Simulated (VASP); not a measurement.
TaSi2:

```
Ta Si
1.0
     4.78390    0.00000    0.00000
    -2.39195    4.14298    0.00000
     0.00000    0.00000    6.57000
Ta Si
3 6
Direct
  0.00000 0.50000 0.33333
  0.50000 0.50000 0.66667
  0.50000 0.00000 0.00000
  0.31794 0.15897 0.33333
  0.15897 0.84103 0.66667
  0.84103 0.68206 0.00000
  0.68206 0.84103 0.33333
  0.84103 0.15897 0.66667
  0.15897 0.31794 0.00000
```

Base run:

| Quantity | Value |
| --- | --- |
| Program | VASP 6.6.1 |
| Functional | PBE |
| Potentials or basis | VASP PAW PBE potentials, release 64 (Ta_pv, Si) |
| Cutoff | 520 eV |
| k mesh | 7 × 7 × 4 |
| Occupations | fermi-dirac, width 0.05 eV |
| Spin | no spin polarisation |

Its results: pressure 2.6 GPa; largest force 0.025 eV/Å.

Task: The run is repeated on the same cell with these changes: functional from PBE to PBEsol. What comes out?

Result: Pressure -1.9 GPa; largest force 0.057 eV/Å.

PBEsol binds more tightly than PBE, so the same cell stands under less pressure.

Caveats: the PAW data sets were made with another functional, which shifts forces and pressure a little (some runs).
